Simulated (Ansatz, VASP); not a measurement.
AlN in VASP and in Ansatz

File INCAR:

```
PREC = Accurate
ENCUT = 520
EDIFF = 1E-6
ISMEAR = 0
SIGMA = 0.05
LREAL = False
LASPH = True
NELM = 60
ALGO = Normal
ISIF = 2
LWAVE = False
LCHARG = False
NBANDS = 11
```

The input KPOINTS:

```
Automatic mesh
0
Gamma
  10 10 10
```

POSCAR

```
AlN
1.0
    0.0000000000      2.1839935596      2.1839935596
    2.1839935596      0.0000000000      2.1839935596
    2.1839935596      2.1839935596      0.0000000000
Al N
1 1
Direct
    0.0396532948      0.0396532948      0.0396532948
    0.7500000000      0.7500000000      0.7500000000
```

Input for Ansatz:

```yaml
crystal:
  lattice:
    - [0.0, 2.1839935596, 2.1839935596]
    - [2.1839935596, 0.0, 2.1839935596]
    - [2.1839935596, 2.1839935596, 0.0]
  atoms:
    - { symbol: Al, position: [0.0396532948, 0.0396532948, 0.0396532948] }
    - { symbol: "N", position: [0.75, 0.75, 0.75] }
basis:
  ecutwfc: 420
kpoints:
  mp_grid: { grid: [10, 10, 10] }
hamiltonian:
  xc: lda
scf:
  occupations: { method: gaussian, width: 0.05 }
output:
  forces: true
  stress: true
  eigenvalues: true
```

Change from the starting cell: all Al atoms moved -0.300 Å, as atom 1 towards its neighbour atom 2 (N) at 1.891 Å.

Alike in both runs: task single point; functional LDA; k mesh 10 × 10 × 10; occupations gaussian, width 0.05 eV; no spin polarisation.

```csv
,VASP,Ansatz
version,VASP 6.6.1,Ansatz 0.2.0
potentials or method,"VASP PAW LDA potentials, release 64 (Al, N), cutoff 520 eV","scalar-relativistic, plane waves, PAW"
valence electrons in the cell,8,8
```

VASP gave:

| Item | Value |
| --- | --- |
| gap on the k mesh at the Fermi level (eV) | 2.38 |
| least direct gap on the mesh (eV) | 3.20 |
| pressure (GPa) | 3.7 |
| traceless stress, the component that is largest in VASP (GPa) | -5.57 |
| rms of the force components (eV/Å) | 1.141 |

Which values does Ansatz return?

gap on the k mesh at the Fermi level (eV): 2.40; least direct gap on the mesh (eV): 3.19; pressure (GPa): 3.0; traceless stress, the component that is largest in VASP (GPa): -5.22; rms of the force components (eV/Å): 1.123.

LDA's correlation is that of Perdew and Zunger in VASP and of Perdew and Wang (1992) in Ansatz. Atom by atom the forces differ by 0.017 eV/Å (rms over components).
